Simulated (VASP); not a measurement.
The system is PbO2.

```xyz
3
Lattice="0.0000 2.7020 2.7020 2.7020 0.0000 2.7020 2.7020 2.7020 0.0000" Properties=species:S:1:pos:R:3 pbc="T T T"
Pb    0.0000    0.0000    0.0000
O     4.0530    4.0530    4.0530
O     1.3510    1.3510    1.3510
```

Base run:

```yaml
Program: VASP 6.6.1
Functional: RPBE
Potentials_or_basis: VASP PAW PBE potentials, release 64 (Pb_d, O)
Cutoff: 520 eV
k_mesh: 9 × 9 × 9
Occupations: fermi-dirac, width 0.05 eV
Spin: no spin polarisation
```

Its results: band gap on the k mesh zero (bands 13 and 14 overlap by 1.14 eV); pressure 4.5 GPa.

The run is repeated on the same cell with these changes: functional from RPBE to r2SCAN-based global hybrid with 50 % exact exchange; k mesh from 9 × 9 × 9 to 5 × 5 × 5. What comes out?

Band gap on the k mesh zero (bands 13 and 14 overlap by 0.23 eV); pressure -22.9 GPa.

Several settings changed at once.

Caveats: some runs use coarse meshes; the PAW data sets were made with another functional, which shifts forces and pressure a little; spin-orbit coupling is left out, which moves the levels of the heavy elements; the cell stands under pressure (at least some runs).
